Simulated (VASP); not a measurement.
Li5Be, 6 atoms in the cell. The cell holds a slab with vacuum, 6 atoms: a = 4.852 Å, b = 4.852 Å, c = 24.952 Å, α = 90.00°, β = 90.00°, γ = 120.00°. 

- Program: VASP 6.6.1
- Task: single point
- Functional: PBE
- Potentials or basis: VASP PAW PBE potentials, release 64 (Li_sv, Be)
- Cutoff: 520 eV
- k mesh: 9 × 9 × 1
- Occupations: fermi-dirac, width 0.08 eV
- Spin: no spin polarisation
- Dipole correction: yes
- Further INCAR settings: ALGO = Normal; EDIFF = 1e-07; NBANDS = 18

Potentials or basis: VASP PAW PBE potentials, release 64 (Li_sv, Be).

Run with:

```console
$ cat potpaw_PBE.64/Li_sv/POTCAR potpaw_PBE.64/Be/POTCAR > POTCAR
$ mpirun -np 1 vasp_std > vasp.out
```

Hardware: 1 thread of Intel Xeon 8259CL, on a shared host.

Task: How long does it take, and how much memory?

Result: Run time: 5.6 min on 1 thread of Intel Xeon 8259CL, on a shared host, peak memory 0.59 GiB. Counts: scf iterations 26, k points 12.
